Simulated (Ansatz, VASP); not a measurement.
## PbSe: VASP beside Ansatz

Contents of INCAR:

```
SYSTEM = PbSe
PREC     = Accurate       ! precision mode
ENCUT    = 520            ! plane-wave cutoff, eV
EDIFF    = 1E-7           ! SCF threshold, eV
ISMEAR   = -1             ! smearing method
SIGMA    = 0.05           ! smearing width, eV
LREAL    = .FALSE.        ! projectors in reciprocal space
LASPH    = .TRUE.         ! aspherical terms in the spheres
NELM     = 60             ! most SCF steps
ALGO     = Normal         ! electronic algorithm
ISIF     = 2              ! what is computed and relaxed
LWAVE    = .FALSE.        ! write WAVECAR
LCHARG   = .TRUE.         ! write CHGCAR
GGA      = CA             ! functional
LELF     = .TRUE.         ! ELF
LVHAR    = .TRUE.       
NBANDS   = 17             ! bands
```

Contents of KPOINTS:

```
regular mesh
0
G
  8 8 8
  0 0 0
```

The input POSCAR:

```
PbSe
1.0
    0.0000000000      3.0401081059      3.0401081059
    3.0401081059      0.0000000000      3.0401081059
    3.0401081059      3.0401081059      0.0000000000
Pb Se
1 1
Direct
    0.0000000000      0.0000000000      0.0000000000
    0.5000000000      0.5000000000      0.5000000000
```

The input input.yaml:

```yaml
crystal:
  lattice:
    - [0.0, 3.0401081059, 3.0401081059]
    - [3.0401081059, 0.0, 3.0401081059]
    - [3.0401081059, 3.0401081059, 0.0]
  atoms:
    - { symbol: Pb, position: [0.0, 0.0, 0.0] }
    - { symbol: Se, position: [0.5, 0.5, 0.5] }
hamiltonian:
  xc: lda
  pseudopotentials: { kind: paw }
kpoints:
  mp_grid: { grid: [8, 8, 8] }
scf:
  occupations: { method: fermi_dirac, width: 0.05 }
output:
  forces: true
  stress: true
  eigenvalues: true
  write_density: true
  write_potential: true
  elf: true
  volumetric_format: npy
```

Alike in both runs: task single point; functional LDA; k mesh 8 × 8 × 8; occupations fermi-dirac, width 0.05 eV; no spin polarisation.

|  | VASP | Ansatz |
| --- | --- | --- |
| version | VASP 6.6.1 | Ansatz 0.2.0 |
| potentials or method | VASP PAW LDA potentials, release 64 (Pb_d, Se) | Ansatz PAW |
| plane-wave cutoff (eV) | 520 | 420 |
| valence electrons in the cell | 20 | 30 |

```tsv
	VASP	Ansatz	Ansatz less VASP
gap on the k mesh at the Fermi level (eV)	0.09	0.12	+0.022
least direct gap on the mesh (eV)	0.09	0.12	+0.022
pressure (GPa)	-1.0	-1.1	-0.11
```

LDA's correlation is that of Perdew and Zunger in VASP and of Perdew and Wang (1992) in Ansatz. VASP's potentials hold 20 valence electrons a cell and Ansatz's 30, so a difference there can come from the potentials and not from the codes.

Spin-orbit coupling is off throughout.
